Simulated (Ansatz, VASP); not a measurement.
**One calculation of As, two programs**

```
CELL_PARAMETERS angstrom
2.72666 0.00000 0.00000
0.00000 2.72666 0.00000
0.00000 0.00000 2.72666
ATOMIC_POSITIONS crystal
As 0.50000 0.50000 0.50000
```

Alike in both runs: task single point; functional PBE; k mesh 16 × 16 × 16; occupations gaussian, width 0.1 eV; no spin polarisation.

|  | VASP | Ansatz |
| --- | --- | --- |
| version | VASP 6.6.1 | Ansatz 0.2.0 |
| potentials or method | VASP PAW PBE potentials, release 64 (As), cutoff 520 eV | scalar-relativistic, plane waves, PAW |
| valence electrons in the cell | 5 | 15 |

Ansatz gave:

* gap on the k mesh at the Fermi level (eV): none
* pressure (GPa): 0.1

Question: Estimate VASP's values.

Answer: gap on the k mesh at the Fermi level (eV): none; pressure (GPa): 0.3.

A gap of «none» marks a metal or a gap that the smearing closes. VASP's potentials hold 5 valence electrons a cell and Ansatz's 15, so a difference there can come from the potentials and not from the codes.
